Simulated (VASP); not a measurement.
# I (Fmmm) in VASP: notebook

I is run at these levels: r2SCAN50, PBE; tasks: single point.

Everything below comes from runs of VASP 6.6.1. Logs are shortened: lines on timing, memory, paths and dates and some standing lists are left out, and cuts for length are marked.

## 1. The cell of the first run

The structure is orthorhombic, space group Fmmm (No. 69). Conventional cell: a = 4.470 Å, b = 4.824 Å, c = 7.973 Å, α = 90.00°, β = 90.00°, γ = 90.00°. Within 4.9 Å of I (site symmetry mmm) lie 16 I at 3.29 to 4.82 Å.

## 2. Single point, r2SCAN50

POSCAR

```
I
1.0
    0.0000000000      2.4119965442      3.9865231326
    2.2352415877      0.0000000000      3.9865231326
    2.2352415877      2.4119965442      0.0000000000
I
1
Direct
    0.0000000000      0.0000000000      0.0000000000
```

INCAR.step1

```
PREC     = Accurate       # precision mode
ENCUT    = 520            # plane-wave cutoff, eV
EDIFF    = 1E-5           # SCF threshold, eV
ISMEAR   = -1             # smearing method
SIGMA    = 0.05           # smearing width, eV
LREAL    = F              # projectors in reciprocal space
LASPH    = T              # aspherical terms in the spheres
NELM     = 100            # most SCF steps
ALGO     = Normal         # electronic algorithm
ISIF     = 2              # what is computed and relaxed
LWAVE    = T              # write WAVECAR
LCHARG   = F              # write CHGCAR
NBANDS   = 10             # bands
GGA      = PE             # functional
```

INCAR.step2

```
PREC     = Accurate       # precision mode
ENCUT    = 520            # plane-wave cutoff, eV
EDIFF    = 1E-7           # SCF threshold, eV
ISMEAR   = -1             # smearing method
SIGMA    = 0.05           # smearing width, eV
LREAL    = F              # projectors in reciprocal space
LASPH    = T              # aspherical terms in the spheres
NELM     = 100            # most SCF steps
ALGO     = Normal         # electronic algorithm
ISIF     = 2              # what is computed and relaxed
LWAVE    = F              # write WAVECAR
LCHARG   = F              # write CHGCAR
METAGGA  = R2SCAN         # meta-GGA
LHFCALC  = T              # exact exchange
AEXX     = 0.5            # exact-exchange fraction
LMIXTAU  = T            
PRECFOCK = Normal       
NBANDS   = 10             # bands
ISTART   = 1
```

KPOINTS

```
regular mesh
0
Gamma
  5 5 5
```

Potentials or basis: VASP PAW PBE potentials, release 64 (I).

The run is started by

```
$ cat potpaw_PBE.64/I/POTCAR > POTCAR
$ cp INCAR.step1 INCAR
$ mpirun -np 1 vasp_std > vasp.out
$ cp INCAR.step2 INCAR
$ mpirun -np 1 vasp_std > vasp.out
```

OUTCAR:

```text
PREC = Accurate
   ENCUT = 520
   EDIFF = 1E-7
   ISMEAR = -1
   LREAL = F
   LASPH = T
   NELM = 100
   ISIF = 2
   METAGGA = R2SCAN
   LHFCALC = T
   AEXX = 0.5
   PRECFOCK = Normal
   ISTART = 1

 ion  position               nearest neighbor table
   1  0.000  0.000  0.000-

  LATTYP: Found a face centered orthorhombic cell.
 ALAT       =     4.4704831754
 B/A-ratio  =     1.0790764441
 C/A-ratio  =     1.7834864717

  Lattice vectors:

 A1 = (   0.0000000000,   2.4119965442,   3.9865231326)
 A2 = (   2.2352415877,   0.0000000000,   3.9865231326)
 A3 = (   2.2352415877,   2.4119965442,   0.0000000000)

Analysis of symmetry for initial positions (statically):
=====================================================================
 Subroutine PRICEL returns:
 Original cell was already a primitive cell.

 Routine SETGRP: Setting up the symmetry group for a
 face centered orthorhombic supercell.

 Subroutine GETGRP returns: Found  8 space group operations
 (whereof  8 operations were pure point group operations)
 out of a pool of  8 trial point group operations.

The static configuration has the point symmetry D_2h.

Analysis of symmetry for dynamics (positions and initial velocities):
=====================================================================
 Subroutine PRICEL returns:
 Original cell was already a primitive cell.

 Routine SETGRP: Setting up the symmetry group for a
 face centered orthorhombic supercell.

 Subroutine GETGRP returns: Found  8 space group operations
 (whereof  8 operations were pure point group operations)
 out of a pool of  8 trial point group operations.

The dynamic configuration has the point symmetry D_2h.

 Subroutine INISYM returns: Found  8 space group operations
 (whereof  8 operations are pure point group operations),
 and found     1 'primitive' translations

----------------------------------------------------------------------------------------

                                     Primitive cell

  volume of cell :      42.9858

  direct lattice vectors                    reciprocal lattice vectors
     0.000000000  2.411996544  3.986523133    -0.223689467  0.207297146  0.125422576
     2.235241588  0.000000000  3.986523133     0.223689467 -0.207297146  0.125422576
     2.235241588  2.411996544  0.000000000     0.223689467  0.207297146 -0.125422576

  length of vectors
     4.659409192  4.570412634  3.288469596     0.329757346  0.329757346  0.329757346

  position of ions in fractional coordinates (direct lattice)
     0.000000000  0.000000000  0.000000000

  ion indices of the primitive-cell ions
   primitive index   ion index
                 1           1

----------------------------------------------------------------------------------------

 KPOINTS: regular mesh

Automatic generation of k-mesh.
 Grid dimensions read from file:
 generate k-points for:    5    5    5

 Generating k-lattice:

  Cartesian coordinates                     Fractional coordinates (reciprocal lattice)
    -0.044737893  0.041459429  0.025084515     0.200000000  0.000000000  0.000000000
     0.044737893 -0.041459429  0.025084515     0.000000000  0.200000000 -0.000000000
     0.044737893  0.041459429 -0.025084515     0.000000000 -0.000000000  0.200000000

  Length of vectors
     0.065951469  0.065951469  0.065951469

  Shift w.r.t. Gamma in fractional coordinates (k-lattice)
     0.000000000  0.000000000  0.000000000

 Subroutine IBZKPT returns following result:
 ===========================================

 Found     27 irreducible k-points:

 Following reciprocal coordinates:
            Coordinates               Weight
  0.000000  0.000000  0.000000      1.000000
  0.200000  0.000000  0.000000      8.000000
  0.400000  0.000000  0.000000      8.000000
  0.200000  0.200000  0.000000      2.000000
  0.400000  0.200000 -0.000000      8.000000
 -0.400000  0.200000 -0.000000      8.000000
[... 16 lines left out ...]
 -0.400000 -0.000000  0.400000      4.000000
 -0.400000  0.200000  0.400000      4.000000
 [... further k-points ...]
   k-points           NKPTS =     27   k-points in BZ     NKDIM =    125   number of bands    NBANDS=     10
   number of dos      NEDOS =    301   number of ions     NIONS =      1
   total plane-waves  NPLWV =  31104
   dimension x,y,z NGX =    36 NGY =   36 NGZ =   24
   dimension x,y,z NGXF=    72 NGYF=   72 NGZF=   48
   ions per type =               1
   NGX,Y,Z   is equivalent  to a cutoff of  12.84, 13.09, 12.13 a.u.
   NGXF,Y,Z  is equivalent  to a cutoff of  25.69, 26.19, 24.27 a.u.
 SYSTEM =  unknown system
   PREC   = accura    normal or accurate (medium, high low for compatibility)
   ISTART =      1    job   : 0-new  1-cont  2-samecut
   ICHARG =      0    charge: 1-file 2-atom 10-const
   ISPIN  =      1    spin polarized calculation?
   LNONCOLLINEAR =      F non collinear calculations
   LSORBIT =      F    spin-orbit coupling
   LASPH  =      T    aspherical Exc in radial PAW
   ENCUT  =  520.0 eV  38.22 Ry    6.18 a.u.   8.66  8.50  6.11*2*pi/ulx,y,z
   NELM   =    100;   NELMIN=  2; NELMDL=  0     # of ELM steps
   EDIFF  = 0.1E-06   stopping-criterion for ELM
   LREAL  =      F    real-space projection
   EDIFFG = 0.1E-05   stopping-criterion for IOM
   NSW    =      0    number of steps for IOM
   IBRION =     -1    ionic relax: 0-MD 1-quasi-New 2-CG
   NFREE  =      0    steps in history (QN), initial steepest desc. (CG)
   ISIF   =      2    stress and relaxation
   ISYM   =      3    0-nonsym 1-usesym 2-fastsym
   POTIM  = 0.5000    time-step for ionic-motion
   TEBEG  =    0.0;   TEEND  =   0.0 temperature during run
   PSTRESS=    0.0 pullay stress
   NELECT =       7.0000    total number of electrons
   NUPDOWN=      -1.0000    fix difference up-down
   EMIN   =  10.00;   EMAX   =-10.00  energy-range for DOS
   EFERMI =   0.00;   METHOD = LEGACY
   ISMEAR =    -1;   SIGMA  =   0.05  broadening in eV -4-tet -1-fermi 0-gaus
   EFERMI_NEDOS =   21; number of points for ismear=-14 and -15
   IALGO  =     38    algorithm
   IMIX   =      1    mixing-type and parameters
     AMIX     =   0.40;   BMIX     =  1.00
     AMIX_MAG =   1.60;   BMIX_MAG =  1.00
  volume/ion in A,a.u.               =      42.99       290.08
  Fermi-wavevector in a.u.,A,eV,Ry     =   0.893989  1.689395 10.874008  0.799217
  Thomas-Fermi vector in A             =   2.016137
   LORBIT       =      0    0 simple, 1 ext, 2 COOP (PROOUT), +10 PAW based schemes
   METAGGA = R2SCAN    functional components
   LHFCALC =     T    Hartree Fock is set to
   PRECFOCK=normal    Normal, Fast or Accurate (Low or Medium for compatibility)
   ENCUT4O =  -1.0   cutoff for four orbital integrals eV
   NKREDX  =     1    reduce k-point grid by
   NKREDY  =     1    reduce k-point grid by
   NKREDZ  =     1    reduce k-point grid by
   AEXX    =    0.5000 exact exchange contribution
   HFSCREEN=    0.0000 screening length (either q_TF or 0.3 A-1)
   HFSCREENC=   0.0000 screening length for correlation (either q_TF or 0.3 A-1)
   ENCUTFOCK=  -1.0 apply spherical cutoff to Coloumb kernel
   IVDW    =     0    specifies the selected vdW correction
   LEPSILON=     F    determine dielectric tensor
   LRPA    =     F    only Hartree local field effects (RPA)
 non-spin polarized calculation
  energy-cutoff  :      520.00
  volume of cell :       42.99
 maximum number of plane-waves:      1173
  NGX = 28; NGY = 28; NGZ = 20

 number of electron       7.0000000 magnetization

 Free energy of the ion-electron system (eV)
  ---------------------------------------------------
  ext. energy  EPLUGINS =         0.00000000
  ---------------------------------------------------
  free energy    TOTEN  =       -14.54826757 eV

  energy without entropy =      -14.54388083  energy(sigma->0) =      -14.54607420

 E-fermi :   1.3138     XC(G=0):  -4.8541

 val. band max:        0.6984968431   @ k =  -0.2000   0.4000   0.2000
 cond. band min:       1.3263176807   @ k =  -0.4000   0.2000   0.2000
 fundamental gap:      0.6278208376
 Fermi energy:         1.3137510727

 k-point     1 :       0.0000    0.0000    0.0000
  band No.  band energies     occupation
      1     -15.3702      2.00000
      2      -1.5734      2.00000
      3       3.8552      0.00000
      4       4.3023      0.00000
      5       8.6272      0.00000
      6      11.9202      0.00000
      7      12.4695      0.00000
      8      16.8846      0.00000
      9      17.0676      0.00000
     10      17.1923      0.00000

 k-point     2 :       0.2000    0.0000    0.0000
  band No.  band energies     occupation
      1     -14.8980      2.00000
      2      -1.5695      2.00000
      3      -0.5821      2.00000
      4       4.3948      0.00000
      5       9.6515      0.00000
      6      12.5411      0.00000
      7      12.9657      0.00000
      8      16.1369      0.00000
      9      17.5510      0.00000
     10      18.5197      0.00000

 k-point     3 :       0.4000    0.0000    0.0000
  band No.  band energies     occupation
      1     -13.9219      2.00000
      2      -4.3677      2.00000
      3      -1.3480      2.00000
      4       4.9647      0.00000
      5       9.3134      0.00000
      6      13.3971      0.00000
      7      13.8112      0.00000
      8      16.7294      0.00000
      9      18.1229      0.00000
     10      18.7112      0.00000

 k-point     4 :       0.2000    0.2000    0.0000
  band No.  band energies     occupation
      1     -15.2800      2.00000
      2      -2.5018      2.00000
      3       3.7671      0.00000
      4       4.2230      0.00000
      5      10.4213      0.00000
      6      11.6927      0.00000
      7      12.0526      0.00000
      8      17.6204      0.00000
      9      17.8909      0.00000
     10      18.1849      0.00000

 k-point     5 :       0.4000    0.2000   -0.0000
  band No.  band energies     occupation
      1     -14.7616      2.00000
      2      -2.7472      2.00000
      3      -0.7243      2.00000
      4       4.2688      0.00000
      5      11.7099      0.00000
      6      12.1220      0.00000
      7      15.0404      0.00000
      8      16.0766      0.00000
      9      18.6146      0.00000
     10      19.3550      0.00000

 k-point     6 :      -0.4000    0.2000   -0.0000
  band No.  band energies     occupation
      1     -13.8526      2.00000
      2      -4.4144      2.00000
      3      -1.9337      2.00000
      4       4.8859      0.00000
      5      10.3549      0.00000
      6      13.1638      0.00000
      7      14.5827      0.00000
      8      16.9269      0.00000
      9      18.0581      0.00000
     10      18.7770      0.00000
[... 183 lines left out ...]
 k-point    21 :       0.4000   -0.2000    0.2000
  band No.  band energies     occupation
      1     -13.3876      2.00000
      2      -4.0617      2.00000
      3      -1.5126      2.00000
      4       0.3314      2.00000
      5      11.0345      0.00000
      6      12.4897      0.00000
      7      14.7788      0.00000
      8      16.4461      0.00000
      9      17.4657      0.00000
     10      19.6584      0.00000

 k-point    22 :       0.4000    0.0000    0.4000
  band No.  band energies     occupation
      1     -12.6293      2.00000
      2      -3.2377      2.00000
      3      -2.4914      2.00000
      4      -0.1241      2.00000
      5       8.9350      0.00000
      6      11.2700      0.00000
      7      13.2237      0.00000
      8      13.4547      0.00000
      9      17.0045      0.00000
     10      18.3851      0.00000

 k-point    23 :      -0.4000   -0.0000    0.4000
  band No.  band energies     occupation
      1     -12.5261      2.00000
      2      -3.5151      2.00000
      3      -2.7731      2.00000
      4      -0.4477      2.00000
      5       9.4391      0.00000
      6      11.1115      0.00000
      7      13.5454      0.00000
      8      15.2495      0.00000
      9      17.3445      0.00000
     10      17.5373      0.00000

 k-point    24 :      -0.4000    0.2000    0.4000
  band No.  band energies     occupation
      1     -12.6040      2.00000
      2      -3.1984      2.00000
      3      -2.6392      2.00000
      4      -0.3368      2.00000
      5       9.1174      0.00000
      6      11.3165      0.00000
      7      12.1166      0.00000
      8      15.0102      0.00000
      9      16.9387      0.00000
     10      21.4613      0.00000

 [... further k-points ...]

------------------------ aborting loop because EDIFF is reached ----------------------------------------

  FORCE on cell =-STRESS in cart. coord.  units (eV):
  Direction    XX          YY          ZZ          XY          YZ          ZX
  --------------------------------------------------------------------------------------
  -------------------------------------------------------------------------------------
  Total       -1.5790031     -1.4467451     -0.1093479      0.0000000      0.0000000      0.0000000
  in kB      -58.8529361    -53.9233878     -4.0756379      0.0000000      0.0000000      0.0000000
  external PRESSURE =     -38.9506539 kB  Pullay stress =       0.0000000 kB

 VOLUME and BASIS-vectors are now :
 -----------------------------------------------------------------------------
  energy-cutoff  :      520.00
  volume of cell :       42.99
      direct lattice vectors                 reciprocal lattice vectors
     0.000000000  2.411996544  3.986523133    -0.223689467  0.207297146  0.125422576
     2.235241588  0.000000000  3.986523133     0.223689467 -0.207297146  0.125422576
     2.235241588  2.411996544  0.000000000     0.223689467  0.207297146 -0.125422576

 POSITION                                       TOTAL-FORCE (eV/Angst)
 -----------------------------------------------------------------------------------
      0.00000      0.00000      0.00000         0.000000      0.000000     -0.000000
 -----------------------------------------------------------------------------------
    total drift:                               -0.000000      0.000000     -0.000000

  FREE ENERGIE OF THE ION-ELECTRON SYSTEM (eV)
  ---------------------------------------------------
  free  energy   TOTEN  =       -14.5482675745 eV

  energy  without entropy=      -14.5438808264  energy(sigma->0) =      -14.54607420
```

Run time: 17 min. Hardware: 1 thread of Intel Xeon Platinum 8259CL at 2.50GHz (Skylake/Cascade Lake), shared host; peak memory 0.18 GiB.

Results:

* Free energy: -14.5483 eV
* Pressure: -3.9 GPa
* Band gap on the k mesh: zero (an odd number of electrons rules out a gap without spin polarisation)

Stress tensor (GPa, compression positive):
```
-5.89  0.00  0.00
 0.00 -5.39  0.00
 0.00  0.00 -0.41
```

Caveat: the k points lie up to 0.41 Å⁻¹ apart, too coarse for converged energies and pressures of a metal; the PAW data sets were made with another functional, which shifts forces and pressure a little; spin-orbit coupling is left out, which moves the levels of the heavy elements; an odd number of electrons without spin polarisation forces a metal; a magnetic or distorted state may lie lower.

## 3. Single point, PBE

This run uses another cell than the first one, of 40.55 Å³/atom.

INCAR

```
PREC = Accurate
ENCUT = 520
EDIFF = 1E-6
ISMEAR = -1
SIGMA = 0.03
LREAL = False
LASPH = True
NELM = 60
ALGO = Normal
ISIF = 2
LWAVE = False
LCHARG = False
GGA = PE
NBANDS = 10
```

KPOINTS is that of step 2.

POSCAR

```
I
1.0
    0.0000000000      2.3656004428      3.9098401324
    2.1922454667      0.0000000000      3.9098401324
    2.1922454667      2.3656004428      0.0000000000
I
1
Direct
    0.0000000000      0.0000000000      0.0000000000
```

Potentials or basis: VASP PAW PBE potentials, release 64 (I).

The run is started by

```
$ cat potpaw_PBE.64/I/POTCAR > POTCAR
$ mpirun -np 1 vasp_std > vasp.out
```

Run time: 16 s. Hardware: 1 thread of Intel Xeon 8259CL, shared host; peak memory 0.17 GiB.

Results (log left out):

- Free energy: -1.4142 eV
- Pressure: 0.4 GPa
- Band gap on the k mesh: zero (an odd number of electrons rules out a gap without spin polarisation)

Stress tensor (GPa, compression positive):
```
-0.45  0.00  0.00
 0.00  0.74  0.00
 0.00  0.00  0.77
```

Levels at points of the mesh, in eV from the Fermi level:
```csv
k point,band 2,band 3,band 4,band 5,band 6,band 7
"(0.00, 0.00, 0.00)",-1.23,1.51,1.81,5.25,8.23,8.93
```

Caveat: the k points lie up to 0.42 Å⁻¹ apart, too coarse for converged energies and pressures of a metal; spin-orbit coupling is left out, which moves the levels of the heavy elements; an odd number of electrons without spin polarisation forces a metal; a magnetic or distorted state may lie lower.
